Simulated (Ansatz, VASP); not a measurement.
## BiS4 in VASP and in Ansatz

Contents of INCAR:

```
SYSTEM = BiS4
  PREC = Accurate
  ENCUT = 600
  EDIFF = 1E-6
  ISMEAR = 0
  SIGMA = 0.1
  LREAL = .FALSE.
  LASPH = .TRUE.
  NELM = 100
  ALGO = Fast
  ISIF = 3
  LWAVE = .FALSE.
  LCHARG = .FALSE.
  GGA = PE
  IBRION = 2
  NSW = 100
  EDIFFG = -0.01
```

Contents of KPOINTS:

```
Automatic mesh
0
G
  6 6 10
  0 0 0
```

File POSCAR:

```
BiS4
1.0
    6.3780720917      0.0000000000      0.0000000000
    0.0000000000      6.3780720917      0.0000000000
    0.0000000000      0.0000000000      4.0424634506
Bi S
1 4
Direct
    0.0000000000      0.0000000000      0.5000000000
    0.6591077552      0.0000000000      0.0000000000
    0.3408922448      0.0000000000      0.0000000000
    0.0000000000      0.6591077552      0.0000000000
    0.0000000000      0.3408922448      0.0000000000
```

Input for Ansatz:

```yaml
crystal:
  lattice:
    - [6.3780720917, 0.0, 0.0]
    - [0.0, 6.3780720917, 0.0]
    - [0.0, 0.0, 4.0424634506]
  atoms:
    - { symbol: Bi, position: [0.0, 0.0, 0.5] }
    - { symbol: S, position: [0.6591077552, 0.0, 0.0] }
    - { symbol: S, position: [0.3408922448, 0.0, 0.0] }
    - { symbol: S, position: [0.0, 0.6591077552, 0.0] }
    - { symbol: S, position: [0.0, 0.3408922448, 0.0] }
basis:
  ecutwfc: 420
kpoints:
  mp_grid: { grid: [6, 6, 10] }
hamiltonian:
  xc: pbe
scf:
  occupations: { method: gaussian, width: 0.1 }
output:
  forces: true
  stress: true
  eigenvalues: true
  write_density: true
  write_potential: true
  elf: true
  volumetric_format: npy
relax:
  adjacent_minimum: "off"
  f_tol: 0.01
  max_steps: 80
  cell: { stress_tol: 0.05 }
```

Alike in both runs: task relaxation of cell and atoms; functional PBE; k mesh 6 × 6 × 10; occupations gaussian, width 0.1 eV; no spin polarisation.

|  | VASP | Ansatz |
| --- | --- | --- |
| version | VASP 6.6.1 | Ansatz 0.2.0 |
| potentials or method | VASP PAW PBE potentials, release 64 (Bi_d, S), cutoff 600 eV | scalar-relativistic, plane waves, PAW |
| valence electrons in the cell | 39 | 39 |

VASP gave:

* gap on the k mesh at the Fermi level, each at its own relaxed structure (eV): none
* relaxed volume (Å³/atom): 32.90
* relaxed length of the cell vector where the two differ most in proportion (Å): 4.032

Question: Estimate Ansatz's values.

Answer: gap on the k mesh at the Fermi level, each at its own relaxed structure (eV): none; relaxed volume (Å³/atom): 32.95; relaxed length of the cell vector where the two differ most in proportion (Å): 4.034.

A gap of «none» marks a metal or a gap that the smearing closes. Ansatz's warnings: xc potential rough in thin density.

Neither program's run includes spin-orbit coupling.
